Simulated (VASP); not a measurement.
## Rb: single point with PBE

Rb:

```
CELL_PARAMETERS angstrom
-2.95451 2.91019 2.73085
2.95451 -2.91019 2.73085
2.95451 2.91019 -2.73085
ATOMIC_POSITIONS crystal
Rb 0.00000 0.00000 0.00000
```

This cell differs from its parent crystal: strain -0.0150 x Voigt [0, 1, 0, 0, 0, 0].

| Item | Value |
| --- | --- |
| Program | VASP 6.6.1 |
| Task | single point |
| Functional | PBE |
| Potentials or basis | VASP PAW PBE potentials, release 64 (Rb_sv) |
| Cutoff | 520 eV |
| k mesh | 12 × 12 × 12 |
| Occupations | gaussian, width 0.15 eV |
| Spin | no spin polarisation |
| Dipole correction | no |
| Further INCAR settings | ALGO = Fast; EDIFF = 1e-06; NBANDS = 10 |

The pressure is -0.1 GPa and the band gap on the k mesh is zero (an odd number of electrons rules out a gap without spin polarisation).

Levels at points of the mesh, in eV from the Fermi level:
```
           k point  band 2  band 3  band 4  band 5  band 6  band 7  band 8  band 9
(0.00, 0.00, 0.00)  -12.96  -12.96  -12.96   -1.93    3.42    3.76    3.82    4.31
(0.50, 0.00, 0.00)  -13.05  -12.99  -12.96    0.31    0.84    2.43    4.26    4.94
(0.00, 0.50, 0.00)  -13.05  -12.99  -12.96    0.28    0.81    2.50    4.20    5.01
(0.50, 0.50, 0.00)  -13.05  -12.99  -12.96    0.16    0.66    2.85    4.03    4.99
(0.50, 0.50, 0.50)  -13.03  -13.03  -13.01    1.19    1.36    2.88    3.02    3.65
```

Wall time 5.5 min on 1 thread of AMD EPYC 9755 128-Core Processor, on a shared host, peak memory 0.38 GiB.

Caveat: the cell differs from its parent crystal (strain -0.0150 x Voigt [0, 1, 0, 0, 0, 0]).
